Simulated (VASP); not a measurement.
Al3GaN4: single point with PBEsol

Al3GaN4:

```
Al Ga N
1.0
     4.53920    0.00000    0.00000
     0.00000    4.53920    0.00000
     0.00000    0.00000    4.25201
Al Ga N
3 1 4
Direct
  0.50000 0.50000 0.00000
  0.50000 0.00000 0.50000
  0.00000 0.50000 0.50000
  0.00000 0.00000 0.00000
  0.74499 0.74499 0.25584
  0.74499 0.25501 0.74416
  0.25501 0.74499 0.74416
  0.25501 0.25501 0.25584
```

```yaml
Program: VASP 6.6.1
Task: single point
Functional: PBEsol
Potentials_or_basis: VASP PAW PBE potentials, release 64 (Al, Ga_d, N)
Cutoff: 520 eV
k_mesh: 6 × 6 × 6
Occupations: gaussian, width 0.02 eV
Spin: no spin polarisation
Dipole_correction: no
Further_INCAR_settings: ALGO = Normal; EDIFF = 1e-06; NBANDS = 31
```

```
Pressure               : -4.8 GPa
Largest force          : 0.005 eV/Å
Band gap on the k mesh : 2.97 eV
```

Forces in eV/Å, atoms in the order of the input:
```
Al   0.000  0.000  0.000
Al   0.000  0.000  0.000
Al   0.000  0.000  0.000
Ga   0.000  0.000  0.000
N    0.003  0.003 -0.003
N    0.003 -0.003  0.003
N   -0.003  0.003  0.003
N   -0.003 -0.003 -0.003
```

Stress tensor (GPa, compression positive):
```
-7.15  0.00  0.00
 0.00 -7.15  0.00
 0.00  0.00 -0.10
```

Levels at points of the mesh, in eV from the valence-band top:
```csv
k point,band 17,band 18,band 19,band 20,band 21,band 22,band 23,band 24,band 25,band 26
"(0.00, 0.00, 0.00)",-1.93,-1.93,-0.23,-0.23,0.00,2.97,3.07,3.26,3.26,6.44
"(0.50, 0.00, 0.00)",-2.90,-1.28,-1.18,-1.01,-0.92,5.19,5.21,5.63,5.66,8.10
"(0.50, 0.50, 0.00)",-2.43,-1.26,-0.97,-0.97,-0.96,6.78,7.02,7.02,7.18,7.27
"(0.00, 0.00, 0.50)",-2.63,-1.57,-1.57,-1.31,-1.31,5.41,5.52,6.27,6.27,7.84
"(0.50, 0.00, 0.50)",-2.81,-0.85,-0.62,-0.60,-0.52,6.91,7.30,7.36,7.65,7.84
"(0.50, 0.50, 0.50)",-0.91,-0.53,-0.53,-0.52,-0.26,5.00,6.41,6.41,6.43,9.09
```

It took 46 s on 1 thread of Intel(R) Xeon(R) 6975P-C (Granite Rapids), on a shared host, peak memory 0.24 GiB.

Caveat: the cell stands under tension; the PAW data sets were made with another functional, which shifts forces and pressure a little. A k mesh can miss the band edges.
